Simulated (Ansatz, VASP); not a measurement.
## Two plane-wave programs on CdSe

```
Cd Se
1.0
     7.62064   -0.00358    0.00398
    -0.00355    7.62169    0.00128
     0.00396    0.00129    7.62217
Cd Se
6 6
Direct
  0.50050 0.00041 0.74996
  0.75039 0.50298 0.99884
  0.00071 0.74915 0.49875
  0.49905 0.00104 0.24983
  0.25032 0.49857 0.00151
  0.99852 0.24928 0.50129
  0.00155 0.50022 0.75028
  0.74972 0.99864 0.49880
  0.49878 0.75087 0.99973
  0.99902 0.49817 0.25016
  0.24975 0.99981 0.50094
  0.50169 0.25086 0.99991
```

Change from the starting cell: cell x1, atoms moved at random (sigma 0.15 Å) and cell strained at random (1.5 %), then relaxed without symmetry.

Alike in both runs: functional PBE; k mesh 2 × 2 × 2; occupations gaussian, width 0.1 eV; no spin polarisation.

Ansatz relaxed the structure, and its values are those at the end. VASP's run is a single point on that final structure, the one shown.

```csv
,VASP,Ansatz
version,VASP 6.6.1,Ansatz 0.2.0
potentials or method,"VASP PAW PBE potentials, release 64 (Cd, Se), cutoff 520 eV","scalar-relativistic, plane waves, PAW"
valence electrons in the cell,108,216
```

```tsv
	VASP	Ansatz	Ansatz less VASP
gap on the k mesh at the Fermi level (eV)	0.62	0.63	+0.007
least direct gap on the mesh (eV)	0.62	0.63	+0.007
pressure (GPa)	0.2	0.0	-0.21
rms of the force components (eV/Å)	0.009	0.009	0.0000
```

VASP's potentials hold 108 valence electrons a cell and Ansatz's 216, so a difference there can come from the potentials and not from the codes.
